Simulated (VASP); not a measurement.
Crystal: As.

```xyz
2
Lattice="0.0000 2.7425 4.3526 1.9237 0.0000 4.3526 1.9237 2.7425 0.0000" Properties=species:S:1:pos:R:3 pbc="T T T"
As    1.9237    2.7425    0.7582
As    1.9237    2.7425    7.9469
```

```yaml
Program: VASP 6.6.1
Task: relaxation of cell and atoms
Functional: PBE
Potentials_or_basis: VASP PAW PBE potentials, release 64 (As)
Cutoff: 600 eV
k_mesh: 6 × 6 × 6
Occupations: gaussian, width 0.1 eV
Spin: no spin polarisation
```

At the start: pressure 120.9 GPa; volume 22.96 Å³/atom.

Q: Where does the relaxation end?

A: Over 41 steps the energy falls by 7105.4 meV/atom and the volume is 23.23 Å³/atom (+1.2 %); space group Fmmm (No. 69, to 0.1 Å) before and after.

Step by step:
```tsv
step	energy change (eV)	largest force (eV/Å)	pressure (GPa)	volume (Å³)
1	0.0000	63.7723	120.86	45.93
3	-9.8735	2.3933	-6.66	178.15
5	-10.5826	0.3610	-8.14	105.84
7	-13.9114	0.2527	-2.50	61.93
9	-13.9150	0.0356	-3.35	62.39
11	-14.0461	1.4271	2.59	54.76
13	-14.1458	0.7558	3.94	50.69
15	-14.1874	0.0626	-0.10	52.89
17	-14.1883	0.0132	-0.06	52.87
19	-14.1893	0.0514	-0.12	52.83
21	-14.1907	0.0284	-0.08	52.21
23	-14.1911	0.0280	0.26	49.77
25	-14.1921	0.0004	0.08	50.89
27	-14.1931	0.0020	0.11	50.60
29	-14.1968	0.0148	0.22	49.43
31	-14.2008	0.2073	1.68	44.78
33	-14.2052	0.1948	1.23	45.80
35	-14.2062	0.1244	1.04	45.41
37	-14.2095	0.0016	0.24	46.03
39	-14.2099	0.0621	-0.12	46.34
41	-14.2108	0.0172	-0.02	46.47
```

Final structure:
```
CELL_PARAMETERS angstrom
0.00000 2.51609 5.33297
1.73142 0.00000 5.33297
1.73142 2.51609 0.00000
ATOMIC_POSITIONS crystal
As 0.33844 0.33844 0.66156
As 0.66156 0.66156 0.33844
```

Caveat: a cell axis changed by over 15 % at a fixed basis, so the end point is rough.
